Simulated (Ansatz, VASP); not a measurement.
# Si: VASP beside Ansatz

The input INCAR:

```
SYSTEM = Si
ALGO = Normal
EDIFF = 1E-6
ENCUT = 500
GGA_COMPAT = .FALSE.
ISIF = 2
ISMEAR = 0
LASPH = .TRUE.
LCHARG = .TRUE.
LELF = .TRUE.
LREAL = .FALSE.
LVHAR = .TRUE.
LWAVE = .FALSE.
NBANDS = 11
NELM = 120
PREC = Accurate
SIGMA = 0.01
```

The input KPOINTS:

```
k-points
0
G
  8 8 8
  0 0 0
```

POSCAR

```
Si
1.0
    0.0000000000      2.7135600000      2.7135600000
    2.7135600000      0.0000000000      2.7135600000
    2.7135600000      2.7135600000      0.0000000000
Si
2
Direct
    0.2500000000      0.2500000000      0.2500000000
    0.0000000000      0.0000000000      0.0000000000
```

Input for Ansatz:

```yaml
crystal:
  lattice:
    - [0.0, 2.71356, 2.71356]
    - [2.71356, 0.0, 2.71356]
    - [2.71356, 2.71356, 0.0]
  atoms:
    - { symbol: Si, position: [0.25, 0.25, 0.25] }
    - { symbol: Si, position: [0.0, 0.0, 0.0] }
kpoints:
  mp_grid: { grid: [8, 8, 8] }
scf:
  occupations: { method: fixed }
hamiltonian:
  xc: lda
  pseudopotentials: { kind: all_electron, lapw: { basis_error: 0.001 } }
output:
  forces: true
  stress: true
  eigenvalues: true
  eigenstates:
    nscf_kmesh: { grid: [16, 16, 16] }
    de_dk: true
    e_range: [-9, 10.51818]
  optics:
    e_range: [0, 20]
    de: 0.2
    sigma: 0.15
    bands: { spectra_wanted_up_to: 20 }
    nscf_kmesh: { grid: [16, 16, 16] }
checkpoint:
  write: ck
  write_wavefunctions: false
```

Alike in both runs: task single point; functional LDA; k mesh 8 × 8 × 8; no spin polarisation.

|  | VASP | Ansatz |
| --- | --- | --- |
| version | VASP 6.6.1 | Ansatz 0.2.0 |
| potentials or method | VASP PAW LDA potentials, release 64 (Si), cutoff 500 eV | all-electron LAPW, scalar-relativistic |
| occupations | gaussian, width 0.01 eV | fixed |

|  | VASP | Ansatz | Ansatz less VASP |
| --- | --- | --- | --- |
| gap on the k mesh at the Fermi level (eV) | 0.51 | 0.52 | +0.004 |
| pressure (GPa) | -1.3 | -1.3 | -0.09 |

LDA's correlation is that of Perdew and Zunger in VASP and of Perdew and Wang (1992) in Ansatz. Ansatz ran all-electron here, and VASP with PAW potentials.
